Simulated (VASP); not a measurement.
Input of a VASP 6.6.1 run:

The input INCAR:

```
ALGO     = Normal         # electronic algorithm
EDIFF    = 1E-6           # SCF threshold, eV
ENCUT    = 750            # plane-wave cutoff, eV
GGA      = LIBXC          # functional
GGA_COMPAT= F            
ISIF     = 2              # what is computed and relaxed
ISMEAR   = -1             # smearing method
LASPH    = T              # aspherical terms in the spheres
LCHARG   = F              # write CHGCAR
LIBXC1   = GGA_X_PBE    
LIBXC2   = LDA_C_PW     
LREAL    = F              # projectors in reciprocal space
LWAVE    = F              # write WAVECAR
NBANDS   = 8              # bands
NELM     = 120            # most SCF steps
PREC     = Accurate       # precision mode
SIGMA    = 0.025          # smearing width, eV
```

KPOINTS

```
k-points
0
Gamma
  10 10 10
```

Contents of POSCAR:

```
Li
1.0
    0.0000000000      2.1101413050      2.1101413050
    2.1101413050      0.0000000000      2.1101413050
    2.1101413050      2.1101413050      0.0000000000
Li
1
Direct
    0.0000000000      0.0000000000      0.0000000000
```

Potentials or basis: VASP PAW PBE potentials, release 64 (Li_sv).

Command:

```console
$ cat potpaw_PBE.64/Li_sv/POTCAR > POTCAR
$ mpirun -np 1 vasp_std > vasp.out
```

Q: What does it give for the band gap on the k mesh?

A: Zero (an odd number of electrons rules out a gap without spin polarisation).

Q: Predict the pressure.

A: 1.0 GPa.

Caveat: the PAW data sets were made with another functional, which shifts forces and pressure a little.
